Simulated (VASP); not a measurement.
Runs of VASP 6.6.1 on CdS (Hawleyite). The structure is that of space group F-43m (No. 216), or close to it. The cells are those of the table. 

```csv
cell,gap on the mesh (eV),pressure (GPa)
"a = 4.229, b = 4.229, c = 4.125 Å, angles 60.8, 60.8, 58.4°, 2 atoms",0.98,(b)
"a = 4.125 Å, angles 60.0°, 2 atoms",1.15,3.2
"a = 4.176, b = 4.176, c = 4.125 Å, angles 60.4, 60.4, 59.2°, 2 atoms",(a),1.6
"a = 4.073, b = 4.073, c = 4.125 Å, angles 59.6, 59.6, 60.8°, 2 atoms",1.15,5.0
```

Alike in all rows: task single point; level PBE; potentials or basis VASP PAW PBE potentials, release 64 (Cd, S); no spin polarisation; k mesh 6 × 6 × 6; cutoff (eV) 520; smearing fermi-dirac 0.02 eV.

Problem. Fill in the values left out.

Solution. (a) 1.07; (b) 0.2.

A k mesh can miss the band edges, and the runs leave out spin-orbit coupling on Cd.
